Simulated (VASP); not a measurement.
# C (Imma) in VASP: a series of runs, part 2 of 2

VASP 6.6.1.

## 3. Single point, PBE (strain +0.0050 x Voigt [0, 0, 0, 1, 0, 0])

Input file INCAR:

```
SYSTEM = C
PREC = Accurate ; ENCUT = 520
EDIFF = 1E-6 ; ISMEAR = 0
SIGMA = 0.05 ; LREAL = .FALSE.
LASPH = .TRUE. ; NELM = 60
ALGO = Normal ; ISIF = 2
LWAVE = .FALSE. ; LCHARG = .FALSE.
GGA = PE ; NBANDS = 11
```

Input file KPOINTS:

```
Automatic mesh
0
G
  12 12 12
  0 0 0
```

Input file POSCAR:

```
C
1.0
    0.0000000000      1.7902018757      1.7902018757
    1.7857375319      0.0044643438      1.7857375319
    1.7857375319      1.7857375319      0.0044643438
C
2
Direct
    0.5000000000      0.5000000000      0.5000000000
    0.7500000000      0.7500000000      0.7500000000
```

Potentials or basis: VASP PAW PBE potentials, release 64 (C).

Started as:

```bash
$ cat potpaw_PBE.64/C/POTCAR > POTCAR
$ mpirun -np 1 vasp_std > vasp.out
```

OUTCAR:

```text
SYSTEM = C
   PREC = Accurate
   ENCUT = 520
   EDIFF = 1E-6
   ISMEAR = 0
   LREAL = .FALSE.
   LASPH = .TRUE.
   NELM = 60
   ISIF = 2
   GGA = PE

 ion  position               nearest neighbor table
   1  0.500  0.500  0.500-   2 1.54   2 1.54   2 1.55   2 1.55
   2  0.750  0.750  0.750-   1 1.54   1 1.54   1 1.55   1 1.55

  LATTYP: Found a body centered orthorhombic cell.
 ALAT       =     2.5191007009
 B/A-ratio  =     1.0050125313
 C/A-ratio  =     1.4177579572

  Lattice vectors:

 A1 = (  -1.7857375319,   1.7857375319,   0.0044643438)
 A2 = (  -1.7857375319,  -1.7857375319,  -0.0044643438)
 A3 = (   1.7857375319,   0.0044643438,   1.7857375319)

Analysis of symmetry for initial positions (statically):
=====================================================================
 Subroutine PRICEL returns:
 Original cell was already a primitive cell.

 Routine SETGRP: Setting up the symmetry group for a
 body centered orthorhombic supercell.

 Subroutine GETGRP returns: Found  8 space group operations
 (whereof  4 operations were pure point group operations)
 out of a pool of  8 trial point group operations.

The static configuration has the point symmetry C_2v.
 The point group associated with its full space group is D_2h.

Analysis of symmetry for dynamics (positions and initial velocities):
=====================================================================
 Subroutine PRICEL returns:
 Original cell was already a primitive cell.

 Routine SETGRP: Setting up the symmetry group for a
 body centered orthorhombic supercell.

 Subroutine GETGRP returns: Found  8 space group operations
 (whereof  4 operations were pure point group operations)
 out of a pool of  8 trial point group operations.

The dynamic configuration has the point symmetry C_2v.
 The point group associated with its full space group is D_2h.

 Subroutine INISYM returns: Found  8 space group operations
 (whereof  4 operations are pure point group operations),
 and found     1 'primitive' translations

----------------------------------------------------------------------------------------

                                     Primitive cell

  volume of cell :      11.3889

  direct lattice vectors                    reciprocal lattice vectors
     0.000000000  1.790201876  1.790201876    -0.279996355  0.279298110  0.279298110
     1.785737532  0.004464344  1.785737532     0.279996355 -0.280698100  0.280698100
     1.785737532  1.785737532  0.004464344     0.279996355  0.280698100 -0.280698100

  length of vectors
     2.531727772  2.525418182  2.525418182     0.484161984  0.485778556  0.485778556

  position of ions in fractional coordinates (direct lattice)
     0.500000000  0.500000000  0.500000000
     0.750000000  0.750000000  0.750000000

  ion indices of the primitive-cell ions
   primitive index   ion index
                 1           1
                 2           2

----------------------------------------------------------------------------------------

 KPOINTS: Automatic mesh

Automatic generation of k-mesh.
 Grid dimensions read from file:
 generate k-points for:   12   12   12

 Generating k-lattice:

  Cartesian coordinates                     Fractional coordinates (reciprocal lattice)
    -0.023333030  0.023274842  0.023274842     0.083333333 -0.000000000 -0.000000000
     0.023333030 -0.023391508  0.023391508     0.000000000  0.083333333  0.000000000
     0.023333030  0.023391508 -0.023391508     0.000000000  0.000000000  0.083333333

  Length of vectors
     0.040346832  0.040481546  0.040481546

  Shift w.r.t. Gamma in fractional coordinates (k-lattice)
     0.000000000  0.000000000  0.000000000

 Subroutine IBZKPT returns following result:
 ===========================================

 Found    280 irreducible k-points:

 Following reciprocal coordinates:
            Coordinates               Weight
  0.000000  0.000000  0.000000      1.000000
  0.083333 -0.000000 -0.000000      4.000000
  0.166667  0.000000 -0.000000      4.000000
  0.250000 -0.000000 -0.000000      4.000000
  0.333333  0.000000  0.000000      4.000000
  0.416667  0.000000 -0.000000      4.000000
[... 16 lines left out ...]
  0.250000  0.166667 -0.000000      8.000000
  0.333333  0.166667  0.000000      8.000000
 [... further k-points ...]
   k-points           NKPTS =    280   k-points in BZ     NKDIM =    280   number of bands    NBANDS=     11
   number of dos      NEDOS =    301   number of ions     NIONS =      2
   total plane-waves  NPLWV =   8000
   dimension x,y,z NGX =    20 NGY =   20 NGZ =   20
   dimension x,y,z NGXF=    40 NGYF=   40 NGZF=   40
   ions per type =               2
   NGX,Y,Z   is equivalent  to a cutoff of  13.13, 13.17, 13.17 a.u.
   NGXF,Y,Z  is equivalent  to a cutoff of  26.27, 26.33, 26.33 a.u.
 SYSTEM =  C
   PREC   = accura    normal or accurate (medium, high low for compatibility)
   ISTART =      0    job   : 0-new  1-cont  2-samecut
   ICHARG =      2    charge: 1-file 2-atom 10-const
   ISPIN  =      1    spin polarized calculation?
   LNONCOLLINEAR =      F non collinear calculations
   LSORBIT =      F    spin-orbit coupling
   LASPH  =      T    aspherical Exc in radial PAW
   ENCUT  =  520.0 eV  38.22 Ry    6.18 a.u.   4.71  4.70  4.70*2*pi/ulx,y,z
   NELM   =     60;   NELMIN=  2; NELMDL= -5     # of ELM steps
   EDIFF  = 0.1E-05   stopping-criterion for ELM
   LREAL  =      F    real-space projection
   EDIFFG = 0.1E-04   stopping-criterion for IOM
   NSW    =      0    number of steps for IOM
   IBRION =     -1    ionic relax: 0-MD 1-quasi-New 2-CG
   NFREE  =      0    steps in history (QN), initial steepest desc. (CG)
   ISIF   =      2    stress and relaxation
   ISYM   =      2    0-nonsym 1-usesym 2-fastsym
   POTIM  = 0.5000    time-step for ionic-motion
   TEBEG  =    0.0;   TEEND  =   0.0 temperature during run
   PSTRESS=    0.0 pullay stress
   NELECT =       8.0000    total number of electrons
   NUPDOWN=      -1.0000    fix difference up-down
   EMIN   =  10.00;   EMAX   =-10.00  energy-range for DOS
   EFERMI =   0.00;   METHOD = LEGACY
   ISMEAR =     0;   SIGMA  =   0.05  broadening in eV -4-tet -1-fermi 0-gaus
   EFERMI_NEDOS =   21; number of points for ismear=-14 and -15
   IALGO  =     38    algorithm
   IMIX   =      4    mixing-type and parameters
     AMIX     =   0.40;   BMIX     =  1.00
     AMIX_MAG =   1.60;   BMIX_MAG =  1.00
  volume/ion in A,a.u.               =       5.69        38.43
  Fermi-wavevector in a.u.,A,eV,Ry     =   1.455274  2.750069 28.814724  2.117822
  Thomas-Fermi vector in A             =   2.572328
   LORBIT       =      0    0 simple, 1 ext, 2 COOP (PROOUT), +10 PAW based schemes
   GGA     = PE    functional components
   LHFCALC =     F    Hartree Fock is set to
   AEXX    =    0.0000 exact exchange contribution
   IVDW    =     0    specifies the selected vdW correction
   LEPSILON=     F    determine dielectric tensor
   LRPA    =     F    only Hartree local field effects (RPA)
 non-spin polarized calculation
 Gauss-broadening in eV      SIGMA  =   0.05
  energy-cutoff  :      520.00
  volume of cell :       11.39
 maximum number of plane-waves:       323
   NGX =  9   NGY =  9   NGZ =  9

 number of electron       7.9999999 magnetization

 Free energy of the ion-electron system (eV)
  ---------------------------------------------------
  ext. energy  EPLUGINS =         0.00000000
  ---------------------------------------------------
  free energy    TOTEN  =       -18.18526022 eV

  energy without entropy =      -18.18526022  energy(sigma->0) =      -18.18526022

 E-fermi :   9.9638     XC(G=0): -13.2310

 val. band max:        9.6733570248   @ k =   0.0000   0.0000   0.0000
 cond. band min:      13.8148886401   @ k =   0.0000   0.3333   0.3333
 fundamental gap:      4.1415316153
 Fermi energy:         9.9638023125

 k-point     1 :       0.0000    0.0000    0.0000
  band No.  band energies     occupation
      1     -11.7514      2.00000
      2       9.6720      2.00000
      3       9.6721      2.00000
      4       9.6734      2.00000
      5      15.1761      0.00000
      6      15.2502      0.00000
      7      15.3274      0.00000
      8      22.9154      0.00000
      9      28.9161      0.00000
     10      36.1635      0.00000
     11      36.1643      0.00000
[... 309 lines left out ...]
 k-point    24 :       0.3333    0.1667    0.0000
  band No.  band energies     occupation
      1      -8.9884      2.00000
      2       2.4624      2.00000
      3       5.8641      2.00000
      4       6.2526      2.00000
      5      15.6882      0.00000
      6      20.4579      0.00000
      7      20.5060      0.00000
      8      21.4401      0.00000
      9      30.4928      0.00000
     10      31.3031      0.00000
     11      36.6736      0.00000

 [... further k-points ...]
[... 5 lines left out ...]
  --------------------------------------------------------------------------------------
  -------------------------------------------------------------------------------------
  Total        0.0503121      0.0513266      0.0513266      0.0000000     -0.2006417      0.0000000
  in kB        7.0778752      7.2205893      7.2205893      0.0000000    -28.2261438      0.0000000
  external PRESSURE =       7.1730179 kB  Pullay stress =       0.0000000 kB

 VOLUME and BASIS-vectors are now :
 -----------------------------------------------------------------------------
  energy-cutoff  :      520.00
  volume of cell :       11.39
      direct lattice vectors                 reciprocal lattice vectors
     0.000000000  1.790201876  1.790201876    -0.279996355  0.279298110  0.279298110
     1.785737532  0.004464344  1.785737532     0.279996355 -0.280698100  0.280698100
     1.785737532  1.785737532  0.004464344     0.279996355  0.280698100 -0.280698100

 POSITION                                       TOTAL-FORCE (eV/Angst)
 -----------------------------------------------------------------------------------
      1.78574      1.79020      1.79020         0.014934     -0.000000     -0.000000
      2.67861      2.68530      2.68530        -0.014934      0.000000      0.000000
 -----------------------------------------------------------------------------------
    total drift:                                0.000000     -0.000000      0.000000

  FREE ENERGIE OF THE ION-ELECTRON SYSTEM (eV)
  ---------------------------------------------------
  free  energy   TOTEN  =       -18.1852602195 eV

  energy  without entropy=      -18.1852602195  energy(sigma->0) =      -18.18526022
```

OSZICAR:

```text
N       E                     dE             d eps       ncg     rms          rms(c)
DAV:   1     0.134713047759E+01    0.13471E+01   -0.48164E+03  6475   0.700E+02
DAV:   2    -0.184434980541E+02   -0.19791E+02   -0.19182E+02  8151   0.128E+02
DAV:   3    -0.188159278930E+02   -0.37243E+00   -0.37167E+00  7196   0.134E+01
DAV:   4    -0.188165042929E+02   -0.57640E-03   -0.57639E-03  6616   0.676E-01
DAV:   5    -0.188165049680E+02   -0.67502E-06   -0.67493E-06  7121   0.214E-02    0.553E+00
DAV:   6    -0.183428182212E+02    0.47369E+00   -0.24732E-01  6331   0.350E+00    0.330E+00
DAV:   7    -0.181833894403E+02    0.15943E+00   -0.30326E-01  6607   0.392E+00    0.752E-01
DAV:   8    -0.181851983919E+02   -0.18090E-02   -0.85601E-03  6439   0.690E-01    0.436E-02
DAV:   9    -0.181852395534E+02   -0.41161E-04   -0.62329E-05  7360   0.636E-02    0.245E-02
DAV:  10    -0.181852601429E+02   -0.20590E-04   -0.15566E-05  6562   0.346E-02    0.532E-03
DAV:  11    -0.181852602195E+02   -0.76601E-07   -0.26072E-07  5529   0.467E-03
   1 F= -.18185260E+02 E0= -.18185260E+02  d E =-.896671E-19
```

Run time: 64 s. Hardware: 1 thread of AMD EPYC 7R13, shared host; peak memory 0.11 GiB.

Results:

```yaml
Free_energy: -18.1853 eV
Pressure: 0.7 GPa
Largest_force: 0.015 eV/Å
Band_gap_on_the_k_mesh: 4.14 eV, indirect (least direct gap 5.50 eV)
```

Forces in eV/Å, atoms in the order of the input:
```
C    0.015  0.000  0.000
C   -0.015  0.000  0.000
```

Levels at points of the mesh, in eV from the valence-band top:
| k point | band 2 | band 3 | band 4 | band 5 | band 6 | band 7 |
| --- | --- | --- | --- | --- | --- | --- |
| (0.00, 0.00, 0.00) | 0.00 | 0.00 | 0.00 | 5.50 | 5.58 | 5.65 |
| (0.50, 0.00, 0.00) | -13.33 | -2.77 | -2.76 | 8.41 | 8.50 | 8.86 |
| (0.00, 0.50, 0.00) | -13.33 | -2.82 | -2.81 | 8.39 | 8.46 | 8.75 |
| (0.50, 0.50, 0.00) | -12.74 | -6.27 | -6.27 | 4.75 | 4.75 | 16.75 |
| (0.00, 0.50, 0.50) | -12.71 | -6.32 | -6.22 | 4.65 | 4.85 | 16.74 |

Caveat: the cell differs from its parent crystal (strain +0.0050 x Voigt [0, 0, 0, 1, 0, 0]).

## 4. Single point, PBE (strain +0.0175 x Voigt [0, 0, 0, 1, 0, 0])

Input file INCAR:

```
SYSTEM = C
  PREC = Accurate
  ENCUT = 520
  EDIFF = 1E-7
  ISMEAR = 0
  SIGMA = 0.05
  LREAL = .False.
  LASPH = .True.
  NELM = 80
  ALGO = Normal
  ISIF = 2
  LWAVE = .False.
  LCHARG = .True.
  GGA = PE
  LELF = .True.
  LVHAR = .True.
  NBANDS = 11
```

Input file KPOINTS:

```
regular mesh
0
Gamma
  12 12 12
  0 0 0
```

Input file POSCAR:

```
C
1.0
    0.0000000000      1.8013627353      1.8013627353
    1.7857375319      0.0156252034      1.7857375319
    1.7857375319      1.7857375319      0.0156252034
C
2
Direct
    0.5000000000      0.5000000000      0.5000000000
    0.7500000000      0.7500000000      0.7500000000
```

Started as:

```bash
$ cat potpaw_PBE.64/C/POTCAR > POTCAR
$ mpirun -np 1 vasp_std > vasp.out
```

It took 58 s on 1 thread of AMD EPYC 7R13, shared host; peak memory 0.11 GiB.

It converged, with:

* Free energy: -18.1796 eV
* Pressure: 0.9 GPa
* Largest force: 0.052 eV/Å
* Band gap on the k mesh: 4.12 eV, indirect (least direct gap 5.31 eV)

Forces in eV/Å, atoms in the order of the input:
```
C    0.052  0.000  0.000
C   -0.052  0.000  0.000
```

Stress tensor (GPa, compression positive):
```
 0.75  0.00  0.00
 0.00  0.93 -9.88
 0.00 -9.88  0.93
```

Levels at points of the mesh, in eV from the valence-band top:
```csv
k point,band 2,band 3,band 4,band 5,band 6,band 7
"(0.00, 0.00, 0.00)",-0.01,0.00,0.00,5.31,5.56,5.84
"(0.50, 0.00, 0.00)",-13.32,-2.73,-2.70,8.30,8.63,9.04
"(0.00, 0.50, 0.00)",-13.34,-2.89,-2.85,8.25,8.38,8.74
"(0.50, 0.50, 0.00)",-12.74,-6.28,-6.28,4.75,4.75,16.73
"(0.00, 0.50, 0.50)",-12.64,-6.45,-6.10,4.41,5.09,16.73
```

Caveat: the cell differs from its parent crystal (strain +0.0175 x Voigt [0, 0, 0, 1, 0, 0]). A k mesh can miss the band edges.

## 5. Single point, PBE (strain +0.0125 x Voigt [0, 0, 0, 1, 0, 0])

Input file INCAR:

```
SYSTEM = C
PREC = Accurate
ENCUT = 520
EDIFF = 1E-6
ISMEAR = 0
SIGMA = 0.05
LREAL = .False.
LASPH = .True.
NELM = 60
ALGO = Normal
ISIF = 2
LWAVE = .False.
LCHARG = .True.
GGA = PE
LELF = .True.
LVHAR = .True.
NBANDS = 11
```

Input file KPOINTS:

```
Automatic mesh
0
Gamma
  12 12 12
  0 0 0
```

Input file POSCAR:

```
C
1.0
    0.0000000000      1.7968983915      1.7968983915
    1.7857375319      0.0111608596      1.7857375319
    1.7857375319      1.7857375319      0.0111608596
C
2
Direct
    0.5000000000      0.5000000000      0.5000000000
    0.7500000000      0.7500000000      0.7500000000
```

Potentials or basis: VASP PAW PBE potentials, release 64 (C).

Started as:

```bash
$ cat potpaw_PBE.64/C/POTCAR > POTCAR
$ mpirun -np 1 vasp_std > vasp.out
```

OUTCAR:

```text
SYSTEM = C
   PREC = Accurate
   ENCUT = 520
   EDIFF = 1E-6
   ISMEAR = 0
   LREAL = .False.
   LASPH = .True.
   NELM = 60
   ISIF = 2
   GGA = PE

 ion  position               nearest neighbor table
   1  0.500  0.500  0.500-   2 1.54   2 1.54   2 1.55   2 1.55
   2  0.750  0.750  0.750-   1 1.54   1 1.54   1 1.55   1 1.55

  LATTYP: Found a body centered orthorhombic cell.
 ALAT       =     2.5096303974
 B/A-ratio  =     1.0125786164
[... 518 lines left out ...]
      4       6.2490      2.00000
      5      15.7115      0.00000
      6      20.4586      0.00000
      7      20.5756      0.00000
      8      21.4762      0.00000
      9      30.4575      0.00000
     10      31.2937      0.00000
     11      36.6906      0.00000

 [... further k-points ...]
[... 5 lines left out ...]
  --------------------------------------------------------------------------------------
  -------------------------------------------------------------------------------------
  Total        0.0516194      0.0581621      0.0581621      0.0000000     -0.5016442      0.0000000
  in kB        7.2620288      8.1824765      8.1824765      0.0000000    -70.5733105      0.0000000
  external PRESSURE =       7.8756606 kB  Pullay stress =       0.0000000 kB

 VOLUME and BASIS-vectors are now :
 -----------------------------------------------------------------------------
  energy-cutoff  :      520.00
  volume of cell :       11.39
      direct lattice vectors                 reciprocal lattice vectors
     0.000000000  1.796898392  1.796898392    -0.279996355  0.278257247  0.278257247
     1.785737532  0.011160860  1.785737532     0.279996355 -0.281757338  0.281757338
     1.785737532  1.785737532  0.011160860     0.279996355  0.281757338 -0.281757338

 POSITION                                       TOTAL-FORCE (eV/Angst)
 -----------------------------------------------------------------------------------
      1.78574      1.79690      1.79690         0.037387     -0.000000     -0.000000
      2.67861      2.69535      2.69535        -0.037387      0.000000      0.000000
 -----------------------------------------------------------------------------------
    total drift:                                0.000000     -0.000000      0.000000

  FREE ENERGIE OF THE ION-ELECTRON SYSTEM (eV)
  ---------------------------------------------------
  free  energy   TOTEN  =       -18.1826310010 eV

  energy  without entropy=      -18.1826310010  energy(sigma->0) =      -18.18263100
```

It took 60 s on 1 thread of AMD EPYC 7R13, shared host; peak memory 0.11 GiB.

What came out:

```yaml
Free_energy: -18.1826 eV
Pressure: 0.8 GPa
Largest_force: 0.037 eV/Å
Band_gap_on_the_k_mesh: 4.13 eV, indirect (least direct gap 5.39 eV)
```

Forces in eV/Å, atoms in the order of the input:
```
C    0.037  0.000  0.000
C   -0.037  0.000  0.000
```

Stress tensor (GPa, compression positive):
```
 0.73  0.00  0.00
 0.00  0.82 -7.06
 0.00 -7.06  0.82
```

Caveat: the cell differs from its parent crystal (strain +0.0125 x Voigt [0, 0, 0, 1, 0, 0]). A k mesh can miss the band edges.

## 6. The runs side by side

| cell | gap on the mesh (eV) | pressure (GPa) | largest force (eV/Å) |
| --- | --- | --- | --- |
| a = 2.513, b = 2.525, c = 2.525 Å, angles 60.3, 60.2, 60.2°, 2 atoms | 4.14 | 0.8 | 0.03 |
| a = 2.532, b = 2.525, c = 2.525 Å, angles 59.8, 59.9, 59.9°, 2 atoms | 4.14 | 0.7 | 0.01 |
| a = 2.548, b = 2.525, c = 2.525 Å, angles 59.4, 59.7, 59.7°, 2 atoms | 4.12 | 0.9 | 0.05 |
| a = 2.541, b = 2.525, c = 2.525 Å, angles 59.6, 59.8, 59.8°, 2 atoms | 4.13 | 0.8 | 0.04 |

Alike in all rows: task single point; level PBE; potentials or basis VASP PAW PBE potentials, release 64 (C); no spin polarisation; k mesh 12 × 12 × 12; cutoff (eV) 520; smearing gaussian 0.05 eV.

Total energies depend on the potentials used, so only differences within one code and one set of settings carry meaning.
